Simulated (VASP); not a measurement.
A run of VASP 6.6.1 is set up as follows.

File INCAR:

```
PREC = Accurate ; ENCUT = 520
EDIFF = 1E-7 ; ISMEAR = 0
SIGMA = 0.1 ; LREAL = F
LASPH = T ; NELM = 80
ALGO = Normal ; ISIF = 2
LWAVE = F ; LCHARG = F
GGA = CA ; NBANDS = 6
```

File KPOINTS:

```
Automatic mesh
0
Gamma
  4 4 12
  0.5 0.5 0
```

POSCAR

```
H
1.0
    2.6496387389      0.0000000000      0.0000000000
    0.0000000000      2.6496387389      0.0000000000
    0.0000000000      0.0000000000      0.9804929200
H
1
Direct
    0.0000000000      0.0000000000      0.5000000000
```

Potentials or basis: VASP PAW LDA potentials, release 64 (H).

Launch:

```bash
$ cat potpaw_LDA.64/H/POTCAR > POTCAR
$ mpirun -np 1 vasp_std > vasp.out
```

Task: Estimate the pressure.

Result: 2.1 GPa.

Stress tensor (GPa, compression positive):
```
-4.58  0.00  0.00
 0.00 -4.58  0.00
 0.00  0.00 15.46
```

Caveat: the k points lie up to 0.59 Å⁻¹ apart.
